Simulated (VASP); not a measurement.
Here is a VASP 6.6.1 calculation.

The input INCAR:

```
SYSTEM = CdO
ALGO = Normal ; EDIFF = 1E-6
ENCUT = 600 ; GGA_COMPAT = .FALSE.
ISIF = 2 ; ISMEAR = -1
LASPH = .TRUE. ; LCHARG = .TRUE.
LELF = .TRUE. ; LREAL = .FALSE.
LVHAR = .TRUE. ; LWAVE = .FALSE.
NBANDS = 16 ; NELM = 120
PREC = Accurate ; SIGMA = 0.05
```

KPOINTS

```
k-points
0
G
  10 10 10
  0 0 0
```

Contents of POSCAR:

```
CdO
1.0
    0.0000000000      2.3015375624      2.3015375624
    2.3015375624      0.0000000000      2.3015375624
    2.3015375624      2.3015375624      0.0000000000
Cd O
1 1
Direct
    0.0000000000      0.0000000000      0.0000000000
    0.5000000000      0.5000000000      0.5000000000
```

Potentials or basis: VASP PAW LDA potentials, release 64 (Cd, O).

The run is started by

```console
$ cat potpaw_LDA.64/Cd/POTCAR potpaw_LDA.64/O/POTCAR > POTCAR
$ mpirun -np 1 vasp_std > vasp.out
```

Question: Predict the band gap on the k mesh.

Answer: Zero (band 9 reaches 2.42 eV, above the bottom of band 10 at 2.04 eV).

Question: Predict the pressure.

Answer: 5.6 GPa.
